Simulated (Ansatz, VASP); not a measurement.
## Two plane-wave programs on ZnO

```xyz
2
Lattice="0.0000 2.1338 2.1338 2.1338 0.0000 2.1338 2.1338 2.1338 0.0000" Properties=species:S:1:pos:R:3 pbc="T T T"
Zn    0.0000    0.0000    0.0000
O     2.1338    2.1338    2.1338
```

Alike in both runs: task single point; functional PBE; k mesh 10 × 10 × 10; occupations fermi-dirac, width 0.02 eV; no spin polarisation.

|  | VASP | Ansatz |
| --- | --- | --- |
| version | VASP 6.6.1 | Ansatz 0.2.0 |
| potentials or method | VASP PAW PBE potentials, release 64 (Zn, O_h) | plane waves, PAW |
| plane-wave cutoff (eV) | 910 | 420 |
| valence electrons in the cell | 18 | 18 |

```tsv
	VASP	Ansatz	Ansatz less VASP
gap on the k mesh at the Fermi level (eV)	0.92	0.95	+0.032
```

Noted on VASP's run: the cutoff is short for stress, so the pressure is rough.
